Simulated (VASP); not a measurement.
# ZnO (P6_3mc) in VASP: relaxation of shape and atoms at fixed volume with PBE

Aim: the relaxation of shape and atoms at fixed volume of ZnO with PBE.

Everything below comes from runs of VASP 6.6.1. Logs are shortened: lines on timing, memory, paths and dates and some standing lists are left out, and cuts for length are marked.

**1. The cell of the first run**

Symmetry: P6_3mc, No. 186, hexagonal system. Conventional cell: a = 3.386 Å, b = 3.386 Å, c = 5.464 Å, α = 90.00°, β = 90.00°, γ = 120.00°. Zn (site symmetry 3m) has 4 O at 2.06 to 2.07 Å within 2.7 Å. O (site symmetry 3m) has 4 Zn at 2.06 to 2.07 Å within 2.7 Å.

**2. Relaxation of shape and atoms at fixed volume, PBE (13.56 Å³/atom)**

File INCAR:

```
PREC = Accurate
ENCUT = 600
EDIFF = 1E-7
ISMEAR = 0
SIGMA = 0.02
LREAL = False
LASPH = True
NELM = 100
ALGO = Normal
ISIF = 4
LWAVE = False
LCHARG = False
GGA = PE
IBRION = 2
NSW = 50
EDIFFG = -0.01
```

File KPOINTS:

```
Automatic mesh
0
Gamma
  9 9 6
```

File POSCAR:

```
ZnO
1.0
    3.3855126500      0.0000000000      0.0000000000
   -1.6927563250      2.9319399598      0.0000000000
    0.0000000000      0.0000000000      5.4640171406
Zn O
2 2
Direct
    0.3333333333      0.6666666667      0.8104565264
    0.6666666667      0.3333333333      0.3104565264
    0.6666666667      0.3333333333      0.6895524379
    0.3333333333      0.6666666667      0.1895524379
```

Potentials or basis: VASP PAW PBE potentials, release 64 (Zn, O).

Run with:

```bash
$ cat potpaw_PBE.64/Zn/POTCAR potpaw_PBE.64/O/POTCAR > POTCAR
$ mpirun -np 1 vasp_std > vasp.out
```

OUTCAR:

```text
PREC = Accurate
   ENCUT = 600
   EDIFF = 1E-7
   ISMEAR = 0
   LREAL = False
   LASPH = True
   NELM = 100
   ISIF = 4
   GGA = PE
   IBRION = 2
   NSW = 50
   EDIFFG = -0.01

 ion  position               nearest neighbor table
   1  0.333  0.667  0.810-   3 2.06   3 2.06   3 2.06   4 2.07
   2  0.667  0.333  0.310-   4 2.06   4 2.06   4 2.06   3 2.07
   3  0.667  0.333  0.690-   1 2.06   1 2.06   1 2.06   2 2.07
   4  0.333  0.667  0.190-   2 2.06   2 2.06   2 2.06   1 2.07

  LATTYP: Found a hexagonal cell.
 ALAT       =     3.3855126500
 C/A-ratio  =     1.6139408431

  Lattice vectors:

 A1 = (   3.3855126500,   0.0000000000,   0.0000000000)
 A2 = (  -1.6927563250,   2.9319399598,   0.0000000000)
 A3 = (   0.0000000000,   0.0000000000,   5.4640171406)

Analysis of symmetry for initial positions (statically):
=====================================================================
 Subroutine PRICEL returns:
 Original cell was already a primitive cell.

 Routine SETGRP: Setting up the symmetry group for a
 hexagonal supercell.

 Subroutine GETGRP returns: Found 12 space group operations
 (whereof  6 operations were pure point group operations)
 out of a pool of 24 trial point group operations.

The static configuration has the point symmetry C_3v.
 The point group associated with its full space group is C_6v.

Analysis of symmetry for dynamics (positions and initial velocities):
=====================================================================
 Subroutine PRICEL returns:
 Original cell was already a primitive cell.

 Routine SETGRP: Setting up the symmetry group for a
 hexagonal supercell.

 Subroutine GETGRP returns: Found 12 space group operations
 (whereof  6 operations were pure point group operations)
 out of a pool of 24 trial point group operations.

The dynamic configuration has the point symmetry C_3v.
 The point group associated with its full space group is C_6v.

 Subroutine INISYM returns: Found 12 space group operations
 (whereof  6 operations are pure point group operations),
 and found     1 'primitive' translations

----------------------------------------------------------------------------------------

                                     Primitive cell

[... 92 lines left out ...]
   ENCUT  =  600.0 eV  44.10 Ry    6.64 a.u.   6.76  6.76 10.91*2*pi/ulx,y,z
   NELM   =    100;   NELMIN=  2; NELMDL= -5     # of ELM steps
   EDIFF  = 0.1E-06   stopping-criterion for ELM
   LREAL  =      F    real-space projection
   EDIFFG = -.1E-01   stopping-criterion for IOM
   NSW    =     50    number of steps for IOM
   IBRION =      2    ionic relax: 0-MD 1-quasi-New 2-CG
   NFREE  =      1    steps in history (QN), initial steepest desc. (CG)
   ISIF   =      4    stress and relaxation
   ISYM   =      2    0-nonsym 1-usesym 2-fastsym
   POTIM  = 0.5000    time-step for ionic-motion
   TEBEG  =    0.0;   TEEND  =   0.0 temperature during run
   PSTRESS=    0.0 pullay stress
   NELECT =      36.0000    total number of electrons
   NUPDOWN=      -1.0000    fix difference up-down
   EMIN   =  10.00;   EMAX   =-10.00  energy-range for DOS
   EFERMI =   0.00;   METHOD = LEGACY
   ISMEAR =     0;   SIGMA  =   0.02  broadening in eV -4-tet -1-fermi 0-gaus
   EFERMI_NEDOS =   21; number of points for ismear=-14 and -15
   IALGO  =     38    algorithm
   IMIX   =      4    mixing-type and parameters
     AMIX     =   0.40;   BMIX     =  1.00
     AMIX_MAG =   1.60;   BMIX_MAG =  1.00
  volume/ion in A,a.u.               =      13.56        91.50
  Fermi-wavevector in a.u.,A,eV,Ry     =   1.428056  2.698634 27.746947  2.039343
  Thomas-Fermi vector in A             =   2.548159
   LORBIT       =      0    0 simple, 1 ext, 2 COOP (PROOUT), +10 PAW based schemes
   GGA     = PE    functional components
   LHFCALC =     F    Hartree Fock is set to
   AEXX    =    0.0000 exact exchange contribution
   IVDW    =     0    specifies the selected vdW correction
   LEPSILON=     F    determine dielectric tensor
   LRPA    =     F    only Hartree local field effects (RPA)
 conjugate gradient relaxation of ions
 non-spin polarized calculation
 Gauss-broadening in eV      SIGMA  =   0.02
  energy-cutoff  :      600.00
  volume of cell :       54.24
 maximum number of plane-waves:      1834
 NGX is ok and might be reduce to    28
   NGX = 13   NGY = 13   NGZ = 21

 number of electron      35.9999991 magnetization

 Free energy of the ion-electron system (eV)
  ---------------------------------------------------
  ext. energy  EPLUGINS =         0.00000000
  ---------------------------------------------------
  free energy    TOTEN  =       -17.72362811 eV

  energy without entropy =      -17.72362811  energy(sigma->0) =      -17.72362811

 E-fermi :   0.2660     XC(G=0): -10.2331

 val. band max:        0.1179341285   @ k =   0.0000   0.0000   0.0000
 cond. band min:       0.7008846875   @ k =   0.0000   0.0000   0.0000
 fundamental gap:      0.5829505589
 Fermi energy:         0.2659740592

 k-point     1 :       0.0000    0.0000    0.0000
  band No.  band energies     occupation
      1     -17.0231      2.00000
      2     -16.4838      2.00000
      3      -5.0611      2.00000
      4      -5.0611      2.00000
      5      -5.0326      2.00000
      6      -4.9090      2.00000
[... 589 lines left out ...]
     21       7.7790      0.00000
     22       7.9562      0.00000

 [... further k-points ...]

------------------------ aborting loop because EDIFF is reached ----------------------------------------

  FORCE on cell =-STRESS in cart. coord.  units (eV):
  Direction    XX          YY          ZZ          XY          YZ          ZX
  --------------------------------------------------------------------------------------
  -------------------------------------------------------------------------------------
  Total       -3.2329955     -3.2329955     -3.1951848      0.0000000     -0.0000000      0.0000000
  in kB      -95.5045616    -95.5045616    -94.3876117      0.0000000     -0.0000000      0.0000000
  external PRESSURE =     -95.1322450 kB  Pullay stress =       0.0000000 kB

 VOLUME and BASIS-vectors are now :
 -----------------------------------------------------------------------------
  energy-cutoff  :      600.00
  volume of cell :       54.24
      direct lattice vectors                 reciprocal lattice vectors
     3.385512650  0.000000000  0.000000000     0.295376241  0.170535552  0.000000000
    -1.692756325  2.931939960  0.000000000     0.000000000  0.341071104  0.000000000
     0.000000000  0.000000000  5.464017141     0.000000000  0.000000000  0.183015531

 POSITION                                       TOTAL-FORCE (eV/Angst)
 -----------------------------------------------------------------------------------
     -0.00000      1.95463      4.42835        -0.000000     -0.000000     -0.002114
      1.69276      0.97731      1.69634         0.000000      0.000000     -0.002114
      1.69276      0.97731      3.76773         0.000000      0.000000      0.002114
     -0.00000      1.95463      1.03572         0.000000      0.000000      0.002114
 -----------------------------------------------------------------------------------
    total drift:                               -0.000000      0.000000     -0.000630

  FREE ENERGIE OF THE ION-ELECTRON SYSTEM (eV)
  ---------------------------------------------------
  free  energy   TOTEN  =       -17.7236281133 eV

  energy  without entropy=      -17.7236281133  energy(sigma->0) =      -17.72362811

 reached required accuracy - stopping structural energy minimisation
```

OSZICAR:

```text
N       E                     dE             d eps       ncg     rms          rms(c)
DAV:   1     0.301458518650E+03    0.30146E+03   -0.20353E+04  2112   0.251E+03
DAV:   2     0.128336907830E+02   -0.28862E+03   -0.27749E+03  2286   0.459E+02
DAV:   3    -0.203088647877E+02   -0.33143E+02   -0.32728E+02  2496   0.160E+02
DAV:   4    -0.210095711932E+02   -0.70071E+00   -0.70006E+00  2286   0.249E+01
DAV:   5    -0.210152222463E+02   -0.56511E-02   -0.56506E-02  2462   0.214E+00    0.127E+01
DAV:   6    -0.176358869302E+02    0.33793E+01   -0.13120E+01  3804   0.783E+01    0.742E+00
DAV:   7    -0.177637879604E+02   -0.12790E+00   -0.26571E+00  2488   0.199E+01    0.448E+00
DAV:   8    -0.177853933849E+02   -0.21605E-01   -0.91524E-01  2796   0.880E+00    0.180E+00
DAV:   9    -0.177201683664E+02    0.65225E-01   -0.19772E-01  3150   0.813E+00    0.353E-01
DAV:  10    -0.177234993415E+02   -0.33310E-02   -0.53122E-02  2124   0.186E+00    0.123E-01
DAV:  11    -0.177236787016E+02   -0.17936E-03   -0.10656E-03  2722   0.750E-01    0.886E-02
DAV:  12    -0.177236133168E+02    0.65385E-04   -0.49357E-04  3076   0.537E-01    0.180E-02
DAV:  13    -0.177236337947E+02   -0.20478E-04   -0.87363E-05  2440   0.111E-01    0.216E-02
DAV:  14    -0.177236286701E+02    0.51246E-05   -0.21137E-05  2578   0.437E-02    0.527E-03
DAV:  15    -0.177236283040E+02    0.36608E-06   -0.41380E-06  2292   0.193E-02    0.157E-03
DAV:  16    -0.177236281597E+02    0.14430E-06   -0.19798E-07  1590   0.518E-03    0.818E-04
DAV:  17    -0.177236281133E+02    0.46382E-07   -0.48763E-08  1068   0.504E-03
   1 F= -.17723628E+02 E0= -.17723628E+02  d E =-.177236E+02
```

It took 44 s on 1 thread of Intel Xeon Platinum 8488C (Sapphire Rapids), shared host; peak memory 0.21 GiB.

What came out:

- Free energy: -17.7236 eV
- Pressure after relaxing: -9.5 GPa
- Band gap on the k mesh: 0.58 eV

Forces on the atoms (eV/Å):
```
Zn   0.000  0.000 -0.002
Zn   0.000  0.000 -0.002
O    0.000  0.000  0.002
O    0.000  0.000  0.002
```

Final structure:
```cif
data_structure
_symmetry_space_group_name_H-M 'P 1'
_symmetry_Int_Tables_number 1
_cell_length_a 3.3855
_cell_length_b 3.3855
_cell_length_c 5.4640
_cell_angle_alpha 90.000
_cell_angle_beta 90.000
_cell_angle_gamma 120.000
_cell_volume 54.24
loop_
_atom_site_label
_atom_site_type_symbol
_atom_site_fract_x
_atom_site_fract_y
_atom_site_fract_z
_atom_site_occupancy
Zn1 Zn 0.33333 0.66667 0.81046 1
Zn2 Zn 0.66667 0.33333 0.31046 1
O1 O 0.66667 0.33333 0.68955 1
O2 O 0.33333 0.66667 0.18955 1
```

Levels at points of the mesh, in eV from the valence-band top:
| k point | band 14 | band 15 | band 16 | band 17 | band 18 | band 19 | band 20 | band 21 | band 22 |
| --- | --- | --- | --- | --- | --- | --- | --- | --- | --- |
| (0.00, 0.00, 0.00) | -0.65 | -0.65 | -0.05 | 0.00 | 0.00 | 0.58 | 4.73 | 7.75 | 12.23 |
| (0.00, 0.00, 0.50) | -2.16 | -0.32 | -0.32 | -0.32 | -0.32 | 3.13 | 3.13 | 9.52 | 9.52 |

Caveat: the relaxation stopped at its first step, so nothing moved.
